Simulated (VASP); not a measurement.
Input of a VASP 6.6.1 run:

File INCAR:

```
SYSTEM = TiAl
PREC = Accurate
ENCUT = 520
EDIFF = 1E-6
ISMEAR = 0
SIGMA = 0.15
LREAL = .False.
LASPH = .True.
NELM = 60
ALGO = Fast
ISIF = 2
LWAVE = .False.
LCHARG = .False.
GGA = PE
NBANDS = 14
```

The input KPOINTS:

```
regular mesh
0
Gamma
  18 18 10
  0 0 0
```

POSCAR

```
TiAl
1.0
    2.8089000000      0.0000000000      0.0000000000
   -1.4044500000      2.4325787567      0.0000000000
    0.0000000000      0.0000000000      4.3695000000
Ti Al
1 1
Direct
    0.0000000000      0.0000000000      0.0000000000
    0.3333333333      0.6666666667      0.5000000000
```

Potentials or basis: VASP PAW PBE potentials, release 64 (Ti_sv, Al).

Run with:

```sh
$ cat potpaw_PBE.64/Ti_sv/POTCAR potpaw_PBE.64/Al/POTCAR > POTCAR
$ mpirun -np 1 vasp_std > vasp.out
```

Problem. What does it give for the band gap on the k mesh?

Solution. Zero (an odd number of electrons rules out a gap without spin polarisation).

Problem. What does it give for the pressure?

Solution. 15.6 GPa.

Stress tensor (GPa, compression positive):
```
12.57  0.00  0.00
 0.00 12.57  0.00
 0.00  0.00 21.58
```

Caveat: the stress differs along the axes, from 13 to 22 GPa.
